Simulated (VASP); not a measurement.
# TaWC2 (R-3m) in VASP: a series of runs

TaWC2 is run at these levels: PBEsol+U, PBE; tasks: single point.

Program: VASP 6.6.1. These are calculated values, not measurements. Logs are shortened: lines on timing, memory, paths and dates and some standing lists are left out, and cuts for length are marked.

## 1. The cell of the first run

Symmetry: R-3m, No. 166, trigonal system. Conventional cell: a = 3.112 Å, b = 3.112 Å, c = 15.153 Å, α = 90.00°, β = 90.00°, γ = 120.00°. Within 2.9 Å of W (site symmetry -3m) lie 6 C at 2.19 Å. Within 2.9 Å of Ta (site symmetry -3m) lie 6 C at 2.21 Å. C (site symmetry 3m) has 3 W at 2.19 Å and 3 Ta at 2.21 Å within 2.9 Å.

## 2. Single point, PBEsol+U

The input, INCAR:

```
SYSTEM = TaWC2
PREC = Accurate ; ENCUT = 520
EDIFF = 1E-6 ; ISMEAR = -1
SIGMA = 0.05 ; LREAL = .False.
LASPH = .True. ; NELM = 150
ALGO = Normal ; ISIF = 2
LWAVE = .False. ; LCHARG = .False.
LMAXMIX = 4 ; LDAU = .True.
LDAUTYPE = 2 ; LDAUL = 2 2 -1
LDAUU = 1 1 0 ; LDAUJ = 0 0 0
LDAUPRINT = 1 ; GGA = PS
NBANDS = 24
```

The input, KPOINTS:

```
regular mesh
0
Gamma
  10 10 10
  0 0 0
```

The input, POSCAR:

```
TaWC2
1.0
    1.5559704639      0.8983399662      5.0511015877
   -1.5559704639      0.8983399662      5.0511015877
    0.0000000000     -1.7966799324      5.0511015877
W Ta C
1 1 2
Direct
    0.0000000000      0.0000000000      0.0000000000
    0.5000000000      0.5000000000      0.5000000000
    0.2511156376      0.2511156376      0.2511156376
    0.7488843624      0.7488843624      0.7488843624
```

Potentials or basis: VASP PAW PBE potentials, release 64 (W_sv, Ta_pv, C).

Run with:

```sh
> cat potpaw_PBE.64/W_sv/POTCAR potpaw_PBE.64/Ta_pv/POTCAR potpaw_PBE.64/C/POTCAR > POTCAR
> mpirun -np 1 vasp_std > vasp.out
```

OUTCAR:

```text
SYSTEM = TaWC2
   PREC = Accurate
   ENCUT = 520
   EDIFF = 1E-6
   ISMEAR = -1
   LREAL = .False.
   LASPH = .True.
   NELM = 150
   ISIF = 2
   GGA = PS

 ion  position               nearest neighbor table
   1  0.000  0.000  0.000-   4 2.19   4 2.19   3 2.19   3 2.19   4 2.19   3 2.19   2 3.10   2 3.10
                             2 3.10   2 3.10   2 3.10   2 3.10
   2  0.500  0.500  0.500-   3 2.21   3 2.21   4 2.21   4 2.21   3 2.21   4 2.21   1 3.10   1 3.10
                             1 3.10   1 3.10   1 3.10   1 3.10
   3  0.251  0.251  0.251-   1 2.19   1 2.19   1 2.19   2 2.21   2 2.21   2 2.21
   4  0.749  0.749  0.749-   1 2.19   1 2.19   1 2.19   2 2.21   2 2.21   2 2.21

  LATTYP: Found a trigonal (rhomboedric) cell.
 ALAT       =     5.3611273095
 COS(alpha) =     0.8315308238

  Lattice vectors:

 A1 = (   1.5559704639,   0.8983399662,   5.0511015877)
 A2 = (  -1.5559704639,   0.8983399662,   5.0511015877)
 A3 = (   0.0000000000,  -1.7966799324,   5.0511015877)

Analysis of symmetry for initial positions (statically):
=====================================================================
 Subroutine PRICEL returns:
 Original cell was already a primitive cell.

 Routine SETGRP: Setting up the symmetry group for a
 trigonal (rhombohedral) supercell.

 Subroutine GETGRP returns: Found 12 space group operations
 (whereof 12 operations were pure point group operations)
 out of a pool of 12 trial point group operations.

The static configuration has the point symmetry D_3d.

Analysis of symmetry for dynamics (positions and initial velocities):
=====================================================================
 Subroutine PRICEL returns:
 Original cell was already a primitive cell.

 Routine SETGRP: Setting up the symmetry group for a
 trigonal (rhombohedral) supercell.

 Subroutine GETGRP returns: Found 12 space group operations
 (whereof 12 operations were pure point group operations)
 out of a pool of 12 trial point group operations.

The dynamic configuration has the point symmetry D_3d.

 Subroutine INISYM returns: Found 12 space group operations
 (whereof 12 operations are pure point group operations),
 and found     1 'primitive' translations

----------------------------------------------------------------------------------------

                                     Primitive cell

  volume of cell :      42.3623

  direct lattice vectors                    reciprocal lattice vectors
     1.555970464  0.898339966  5.051101588     0.321342861  0.185527387  0.065992205
    -1.555970464  0.898339966  5.051101588    -0.321342861  0.185527387  0.065992205
     0.000000000 -1.796679932  5.051101588     0.000000000 -0.371054774  0.065992205

  length of vectors
     5.361127310  5.361127310  5.361127310     0.376877456  0.376877456  0.376877456

  position of ions in fractional coordinates (direct lattice)
     0.000000000  0.000000000  0.000000000
     0.500000000  0.500000000  0.500000000
     0.251115638  0.251115638  0.251115638
     0.748884362  0.748884362  0.748884362

  ion indices of the primitive-cell ions
   primitive index   ion index
                 1           1
                 2           2
                 3           3
                 4           4

----------------------------------------------------------------------------------------

[... 100 lines left out ...]
   AEXX    =    0.0000 exact exchange contribution
   IVDW    =     0    specifies the selected vdW correction
   LEPSILON=     F    determine dielectric tensor
   LRPA    =     F    only Hartree local field effects (RPA)
 non-spin polarized calculation
  energy-cutoff  :      520.00
  volume of cell :       42.36
 maximum number of plane-waves:      1164
   NGX = 19   NGY = 19   NGZ = 19

atom =   1  type =  1  l = 2

 onsite density matrix

spin component  1

  0.3328 -0.0000 -0.0000 -0.0023 -0.0000
 -0.0000  0.3563 -0.0000 -0.0000 -0.0023
 -0.0000 -0.0000  0.3411  0.0000  0.0000
 -0.0023 -0.0000  0.0000  0.3563  0.0000
 -0.0000 -0.0023  0.0000  0.0000  0.3328

spin component  2

  0.3328 -0.0000 -0.0000 -0.0023 -0.0000
 -0.0000  0.3563 -0.0000 -0.0000 -0.0023
 -0.0000 -0.0000  0.3411  0.0000  0.0000
 -0.0023 -0.0000  0.0000  0.3563  0.0000
 -0.0000 -0.0023  0.0000  0.0000  0.3328

 occupancies and eigenvectors

  o =  0.3326  v =  0.9954  0.0000 -0.0000  0.0961  0.0001  0.0000  0.0000  0.0000  0.0000  0.0000      0.0000  0.0000  0.0000  0.0000  0.0000  0.0000  0.0000  0.0000  0.0000  0.0000
  o =  0.3326  v =  0.0000  0.0000  0.0000  0.0000  0.0000  0.9954  0.0000 -0.0000  0.0961  0.0001      0.0000  0.0000  0.0000  0.0000  0.0000  0.0000  0.0000  0.0000  0.0000  0.0000
  o =  0.3326  v =  0.0001 -0.0961  0.0000  0.0000 -0.9954  0.0000  0.0000  0.0000  0.0000  0.0000      0.0000  0.0000  0.0000  0.0000  0.0000  0.0000  0.0000  0.0000  0.0000  0.0000
  o =  0.3326  v =  0.0000  0.0000  0.0000  0.0000  0.0000  0.0001 -0.0961  0.0000  0.0000 -0.9954      0.0000  0.0000  0.0000  0.0000  0.0000  0.0000  0.0000  0.0000  0.0000  0.0000
  o =  0.3411  v =  0.0000 -0.0000 -1.0000  0.0000 -0.0000  0.0000  0.0000  0.0000  0.0000  0.0000      0.0000  0.0000  0.0000  0.0000  0.0000  0.0000  0.0000  0.0000  0.0000  0.0000
  o =  0.3411  v =  0.0000  0.0000  0.0000  0.0000  0.0000  0.0000 -0.0000 -1.0000  0.0000 -0.0000      0.0000  0.0000  0.0000  0.0000  0.0000  0.0000  0.0000  0.0000  0.0000  0.0000
  o =  0.3565  v =  0.0000  0.0000  0.0000  0.0000  0.0000  0.0961  0.0000 -0.0000 -0.9954 -0.0000      0.0000  0.0000  0.0000  0.0000  0.0000  0.0000  0.0000  0.0000  0.0000  0.0000
  o =  0.3565  v =  0.0961  0.0000 -0.0000 -0.9954 -0.0000  0.0000  0.0000  0.0000  0.0000  0.0000      0.0000  0.0000  0.0000  0.0000  0.0000  0.0000  0.0000  0.0000  0.0000  0.0000
  o =  0.3565  v =  0.0000  0.0000  0.0000  0.0000  0.0000 -0.0000  0.9954 -0.0000  0.0000 -0.0961      0.0000  0.0000  0.0000  0.0000  0.0000  0.0000  0.0000  0.0000  0.0000  0.0000
  o =  0.3565  v = -0.0000  0.9954 -0.0000  0.0000 -0.0961  0.0000  0.0000  0.0000  0.0000  0.0000      0.0000  0.0000  0.0000  0.0000  0.0000  0.0000  0.0000  0.0000  0.0000  0.0000

atom =   2  type =  2  l = 2

 onsite density matrix

spin component  1

  0.2513  0.0000 -0.0000  0.0324  0.0000
  0.0000  0.2493  0.0000 -0.0000  0.0324
 -0.0000  0.0000  0.2265 -0.0000  0.0000
  0.0324 -0.0000 -0.0000  0.2493  0.0000
  0.0000  0.0324  0.0000  0.0000  0.2513

spin component  2

  0.2513  0.0000 -0.0000  0.0324  0.0000
  0.0000  0.2493  0.0000 -0.0000  0.0324
 -0.0000  0.0000  0.2265 -0.0000  0.0000
  0.0324 -0.0000 -0.0000  0.2493  0.0000
  0.0000  0.0324  0.0000  0.0000  0.2513

 occupancies and eigenvectors

  o =  0.2179  v = -0.6960  0.0000 -0.0000  0.7181  0.0000  0.0000  0.0000  0.0000  0.0000  0.0000      0.0000  0.0000  0.0000  0.0000  0.0000  0.0000  0.0000  0.0000  0.0000  0.0000
  o =  0.2179  v =  0.0000  0.0000  0.0000  0.0000  0.0000 -0.6960  0.0000 -0.0000  0.7181  0.0000      0.0000  0.0000  0.0000  0.0000  0.0000  0.0000  0.0000  0.0000  0.0000  0.0000
  o =  0.2179  v =  0.0000  0.7181  0.0000  0.0000 -0.6960  0.0000  0.0000  0.0000  0.0000  0.0000      0.0000  0.0000  0.0000  0.0000  0.0000  0.0000  0.0000  0.0000  0.0000  0.0000
  o =  0.2179  v =  0.0000  0.0000  0.0000  0.0000  0.0000  0.0000  0.7181  0.0000  0.0000 -0.6960      0.0000  0.0000  0.0000  0.0000  0.0000  0.0000  0.0000  0.0000  0.0000  0.0000
  o =  0.2265  v =  0.0000 -0.0000  1.0000  0.0000  0.0000  0.0000  0.0000  0.0000  0.0000  0.0000      0.0000  0.0000  0.0000  0.0000  0.0000  0.0000  0.0000  0.0000  0.0000  0.0000
  o =  0.2265  v =  0.0000  0.0000  0.0000  0.0000  0.0000  0.0000 -0.0000  1.0000  0.0000  0.0000      0.0000  0.0000  0.0000  0.0000  0.0000  0.0000  0.0000  0.0000  0.0000  0.0000
  o =  0.2828  v = -0.7181  0.0000  0.0000 -0.6960 -0.0000  0.0000  0.0000  0.0000  0.0000  0.0000      0.0000  0.0000  0.0000  0.0000  0.0000  0.0000  0.0000  0.0000  0.0000  0.0000
  o =  0.2828  v =  0.0000  0.0000  0.0000  0.0000  0.0000 -0.7181  0.0000  0.0000 -0.6960 -0.0000      0.0000  0.0000  0.0000  0.0000  0.0000  0.0000  0.0000  0.0000  0.0000  0.0000
  o =  0.2828  v =  0.0000  0.6960  0.0000 -0.0000  0.7181  0.0000  0.0000  0.0000  0.0000  0.0000      0.0000  0.0000  0.0000  0.0000  0.0000  0.0000  0.0000  0.0000  0.0000  0.0000
  o =  0.2828  v =  0.0000  0.0000  0.0000  0.0000  0.0000  0.0000  0.6960  0.0000 -0.0000  0.7181      0.0000  0.0000  0.0000  0.0000  0.0000  0.0000  0.0000  0.0000  0.0000  0.0000

 number of electron      32.9999998 magnetization

 Free energy of the ion-electron system (eV)
  ---------------------------------------------------
  ext. energy  EPLUGINS =         0.00000000
  ---------------------------------------------------
  free energy    TOTEN  =       -44.52093048 eV

  energy without entropy =      -44.50676156  energy(sigma->0) =      -44.51384602

 E-fermi :  10.6017     XC(G=0): -13.6872

 val. band max:       10.5913929286   @ k =  -0.3000   0.1000   0.0000
 cond. band min:      10.6390501035   @ k =   0.5000   0.1000   0.0000
 fundamental gap:      0.0476571749
 Fermi energy:        10.6016658928

 k-point     1 :       0.0000    0.0000    0.0000
  band No.  band energies     occupation
      1     -64.7953      2.00000
      2     -29.0883      2.00000
      3     -28.8726      2.00000
      4     -28.8726      2.00000
      5     -25.1977      2.00000
      6     -24.7969      2.00000
[... 637 lines left out ...]
     23      16.8028      0.00000
     24      17.5631      0.00000

 [... further k-points ...]

------------------------ aborting loop because EDIFF is reached ----------------------------------------

  FORCE on cell =-STRESS in cart. coord.  units (eV):
  Direction    XX          YY          ZZ          XY          YZ          ZX
  --------------------------------------------------------------------------------------
  -------------------------------------------------------------------------------------
  Total        0.7694307      0.7694307      0.8138549      0.0000000      0.0000000      0.0000000
  in kB       29.1005143     29.1005143     30.7806751      0.0000000      0.0000000      0.0000000
  external PRESSURE =      29.6605679 kB  Pullay stress =       0.0000000 kB

 VOLUME and BASIS-vectors are now :
 -----------------------------------------------------------------------------
  energy-cutoff  :      520.00
  volume of cell :       42.36
      direct lattice vectors                 reciprocal lattice vectors
     1.555970464  0.898339966  5.051101588     0.321342861  0.185527387  0.065992205
    -1.555970464  0.898339966  5.051101588    -0.321342861  0.185527387  0.065992205
     0.000000000 -1.796679932  5.051101588     0.000000000 -0.371054774  0.065992205

 POSITION                                       TOTAL-FORCE (eV/Angst)
 -----------------------------------------------------------------------------------
      0.00000      0.00000      0.00000         0.000000      0.000000     -0.000000
      0.00000      0.00000      7.57665        -0.000000      0.000000     -0.000000
      0.00000      0.00000      3.80523        -0.000000      0.000000      0.047415
      0.00000      0.00000     11.34807        -0.000000     -0.000000     -0.047415
 -----------------------------------------------------------------------------------
    total drift:                                0.000000      0.000000     -0.000000

  FREE ENERGIE OF THE ION-ELECTRON SYSTEM (eV)
  ---------------------------------------------------
  free  energy   TOTEN  =       -44.5209304840 eV

  energy  without entropy=      -44.5067615581  energy(sigma->0) =      -44.51384602
```

Run time: 2 min. Hardware: 1 thread of Intel Xeon 6975P-C (Granite Rapids), shared host; peak memory 0.32 GiB.

What came out:

| Quantity | Value |
| --- | --- |
| Free energy | -44.5209 eV |
| Pressure | 3.0 GPa |
| Largest force | 0.047 eV/Å |
| Band gap on the k mesh | zero (an odd number of electrons rules out a gap without spin polarisation) |

Forces in eV/Å, atoms in the order of the input:
```
W    0.000  0.000  0.000
Ta   0.000  0.000  0.000
C    0.000  0.000  0.047
C    0.000  0.000 -0.047
```

Stress tensor (GPa, compression positive):
```
2.91 0.00 0.00
0.00 2.91 0.00
0.00 0.00 3.08
```

Eigenvalues of the final occupation matrices:
```
    site  spin  trace               eigenvalues
site 1 d     1   1.72  0.33 0.33 0.34 0.36 0.36
site 1 d     2   1.72  0.33 0.33 0.34 0.36 0.36
site 2 d     1   1.23  0.22 0.22 0.23 0.28 0.28
site 2 d     2   1.23  0.22 0.22 0.23 0.28 0.28
```

Caveat: the PAW data sets were made with another functional, which shifts forces and pressure a little; spin-orbit coupling is left out, which moves the levels of the heavy elements; an odd number of electrons without spin polarisation forces a metal; a magnetic or distorted state may lie lower; U without spin polarisation on a metal has little footing; the U is typed as a test and isn't derived for this compound.

## 3. Single point, PBEsol+U

The input, INCAR:

```
SYSTEM = TaWC2
  ALGO = Normal
  EDIFF = 1E-7
  ENCUT = 520
  GGA = PS
  ISIF = 2
  ISMEAR = -1
  LASPH = .True.
  LCHARG = .False.
  LDAU = .True.
  LDAUJ = 0 0 0
  LDAUL = 2 2 -1
  LDAUPRINT = 1
  LDAUTYPE = 2
  LDAUU = 2 2 0
  LMAXMIX = 4
  LREAL = .False.
  LWAVE = .False.
  NBANDS = 24
  NELM = 150
  PREC = Accurate
  SIGMA = 0.05
```

The input, KPOINTS:

```
k-points
0
Gamma
  10 10 10
  0 0 0
```

The input, POSCAR:

```
TaWC2
1.0
    1.5569108813      0.8988829164      5.0521971268
   -1.5569108813      0.8988829164      5.0521971268
    0.0000000000     -1.7977658329      5.0521971268
W Ta C
1 1 2
Direct
    0.0000000000      0.0000000000      0.0000000000
    0.5000000000      0.5000000000      0.5000000000
    0.2509969229      0.2509969229      0.2509969229
    0.7490030771      0.7490030771      0.7490030771
```

Potentials or basis: VASP PAW PBE potentials, release 64 (W_sv, Ta_pv, C).

Run with:

```sh
> cat potpaw_PBE.64/W_sv/POTCAR potpaw_PBE.64/Ta_pv/POTCAR potpaw_PBE.64/C/POTCAR > POTCAR
> mpirun -np 1 vasp_std > vasp.out
```

Wall time 1.9 min (1 thread of Intel Xeon 6975P-C (Granite Rapids), shared host); peak memory 0.33 GiB.

It converged, with:

* Free energy: -42.4809 eV
* Pressure: 5.0 GPa
* Largest force: 0.090 eV/Å
* Band gap on the k mesh: zero (an odd number of electrons rules out a gap without spin polarisation)

Forces on the atoms (eV/Å):
```
W    0.000  0.000  0.000
Ta   0.000  0.000  0.000
C    0.000  0.000  0.090
C    0.000  0.000 -0.090
```

Stress tensor (GPa, compression positive):
```
4.85 0.00 0.00
0.00 4.85 0.00
0.00 0.00 5.16
```

Levels at points of the mesh, in eV from the Fermi level:
| k point | band 14 | band 15 | band 16 | band 17 | band 18 | band 19 | band 20 | band 21 |
| --- | --- | --- | --- | --- | --- | --- | --- | --- |
| (0.00, 0.00, 0.00) | -2.23 | -2.08 | -0.92 | -0.92 | -0.86 | -0.20 | -0.20 | 2.11 |
| (0.50, 0.00, 0.00) | -5.00 | -4.59 | -1.36 | -0.77 | 1.59 | 2.26 | 3.35 | 3.84 |
| (0.50, 0.50, 0.00) | -5.33 | -2.32 | -2.26 | 1.35 | 1.78 | 1.91 | 2.69 | 3.72 |
| (0.50, 0.50, 0.50) | -4.50 | -4.50 | -0.99 | -0.99 | 0.20 | 0.28 | 0.28 | 0.68 |

Eigenvalues of the final occupation matrices:
```tsv
site	spin	trace	eigenvalues
site 1 d	1	1.71	0.33 0.33 0.34 0.35 0.35
site 1 d	2	1.71	0.33 0.33 0.34 0.35 0.35
site 2 d	1	1.21	0.21 0.21 0.22 0.28 0.28
site 2 d	2	1.21	0.21 0.21 0.22 0.28 0.28
```

Caveat: the cell stands under pressure; the PAW data sets were made with another functional, which shifts forces and pressure a little; spin-orbit coupling is left out, which moves the levels of the heavy elements; an odd number of electrons without spin polarisation forces a metal; a magnetic or distorted state may lie lower; U without spin polarisation on a metal has little footing; the U is typed as a test and isn't derived for this compound.

## 4. Single point, PBEsol+U

This run uses another cell than the first one, of 10.62 Å³/atom.

The input, INCAR:

```
ALGO = Normal
EDIFF = 1E-7
ENCUT = 520
GGA = PS
ISIF = 2
ISMEAR = -1
LASPH = T
LCHARG = F
LDAU = T
LDAUJ = 0 0 0
LDAUL = 2 2 -1
LDAUPRINT = 1
LDAUTYPE = 2
LDAUU = 3 3 0
LMAXMIX = 4
LREAL = F
LWAVE = F
NBANDS = 24
NELM = 150
PREC = Accurate
SIGMA = 0.05
```

The input, KPOINTS:

```
k-points
0
Gamma
  10 10 10
```

The input, POSCAR:

```
TaWC2
1.0
    1.5579812584      0.8995008989      5.0531375117
   -1.5579812584      0.8995008989      5.0531375117
    0.0000000000     -1.7990017979      5.0531375117
W Ta C
1 1 2
Direct
    0.0000000000      0.0000000000      0.0000000000
    0.5000000000      0.5000000000      0.5000000000
    0.2508455814      0.2508455814      0.2508455814
    0.7491544186      0.7491544186      0.7491544186
```

Run with:

```sh
> cat potpaw_PBE.64/W_sv/POTCAR potpaw_PBE.64/Ta_pv/POTCAR potpaw_PBE.64/C/POTCAR > POTCAR
> mpirun -np 1 vasp_std > vasp.out
```

Wall time 2 min (1 thread of Intel Xeon 6975P-C (Granite Rapids), shared host); peak memory 0.31 GiB.

The run converged. Its results:

```
Free energy            : -40.4578 eV
Pressure               : 7.0 GPa
Largest force          : 0.140 eV/Å
Band gap on the k mesh : zero (an odd number of electrons rules out a gap without spin polarisation)
```

Forces in eV/Å, atoms in the order of the input:
```
W    0.000  0.000  0.000
Ta   0.000  0.000  0.000
C    0.000  0.000  0.140
C    0.000  0.000 -0.140
```

Stress tensor (GPa, compression positive):
```
6.81 0.00 0.00
0.00 6.81 0.00
0.00 0.00 7.29
```

Levels at points of the mesh, in eV from the Fermi level:
| k point | band 13 | band 14 | band 15 | band 16 | band 17 | band 18 | band 19 | band 20 | band 21 | band 22 |
| --- | --- | --- | --- | --- | --- | --- | --- | --- | --- | --- |
| (0.00, 0.00, 0.00) | -2.20 | -2.20 | -2.05 | -0.98 | -0.98 | -0.92 | -0.19 | -0.19 | 2.16 | 2.16 |
| (0.50, 0.00, 0.00) | -5.69 | -5.01 | -4.61 | -1.39 | -0.75 | 1.61 | 2.27 | 3.40 | 3.86 | 5.16 |
| (0.50, 0.50, 0.00) | -5.42 | -5.32 | -2.39 | -2.33 | 1.39 | 1.81 | 1.91 | 2.71 | 3.78 | 3.90 |
| (0.50, 0.50, 0.50) | -5.13 | -4.53 | -4.53 | -0.99 | -0.99 | 0.15 | 0.33 | 0.33 | 0.68 | 4.97 |

Eigenvalues of the final occupation matrices:
```
    site  spin  trace               eigenvalues
site 1 d     1   1.69  0.32 0.32 0.34 0.35 0.35
site 1 d     2   1.69  0.32 0.32 0.34 0.35 0.35
site 2 d     1   1.18  0.21 0.21 0.22 0.28 0.28
site 2 d     2   1.18  0.21 0.21 0.22 0.28 0.28
```

Caveat: the cell stands under pressure; the PAW data sets were made with another functional, which shifts forces and pressure a little; spin-orbit coupling is left out, which moves the levels of the heavy elements; an odd number of electrons without spin polarisation forces a metal; a magnetic or distorted state may lie lower; U without spin polarisation on a metal has little footing; the U is typed as a test and isn't derived for this compound.

(Part 1 of 2 ends here.)

The gap in the log of VASP goes by the Fermi energy; the results here count the filled bands.